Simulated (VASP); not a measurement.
## SbO5: single point with PBE

SbO5:

```
Sb O
1.0
     4.86898    0.00000    0.00000
    -2.43449    4.21666    0.00000
     0.00000    0.00000    4.00724
Sb O
1 5
Direct
  0.00000 0.00000 0.00000
  0.00000 0.50000 0.50000
  0.50000 0.50000 0.50000
  0.33333 0.66667 0.00000
  0.50000 0.00000 0.50000
  0.66667 0.33333 0.00000
```

The cell was generated, and may not be a known phase.

```
Program                : VASP 6.6.1
Task                   : single point
Functional             : PBE
Potentials or basis    : VASP PAW PBE potentials, release 64 (Sb, O)
Cutoff                 : 520 eV
k mesh                 : 6 × 6 × 4
Occupations            : gaussian, width 0.1 eV
Spin                   : no spin polarisation
Dipole correction      : no
Further INCAR settings : ALGO = Normal; EDIFF = 1e-06; NBANDS = 26
```

- Pressure: -21.6 GPa
- Band gap on the k mesh: zero (an odd number of electrons rules out a gap without spin polarisation)

Stress tensor (GPa, compression positive):
```
-24.99   0.00   0.00
  0.00 -24.99   0.00
  0.00   0.00 -14.82
```

Levels at points of the mesh, in eV from the Fermi level:
| k point | band 14 | band 15 | band 16 | band 17 | band 18 | band 19 | band 20 | band 21 | band 22 | band 23 |
| --- | --- | --- | --- | --- | --- | --- | --- | --- | --- | --- |
| (0.00, 0.00, 0.00) | -1.10 | -1.10 | -0.80 | -0.80 | 0.17 | 0.50 | 0.50 | 1.02 | 2.45 | 3.36 |
| (0.50, 0.00, 0.00) | -1.24 | -1.13 | -0.94 | -0.86 | -0.20 | 0.15 | 0.64 | 0.78 | 1.95 | 1.97 |
| (0.00, 0.00, 0.50) | -1.59 | -1.48 | -0.34 | 0.19 | 0.19 | 0.43 | 0.43 | 0.57 | 0.57 | 2.96 |
| (0.50, 0.00, 0.50) | -1.14 | -0.67 | -0.22 | -0.04 | 0.07 | 0.12 | 0.14 | 0.49 | 1.20 | 2.60 |

Wall time 27 s on 1 thread of AMD EPYC 9R45 96-Core Processor (Zen 5), with other jobs on the host, peak memory 0.17 GiB.

Caveat: the k points lie up to 0.39 Å⁻¹ apart, too coarse for converged energies and pressures of a metal; spin-orbit coupling is left out, which moves the levels of the heavy elements; an odd number of electrons without spin polarisation forces a metal; a magnetic or distorted state may lie lower.
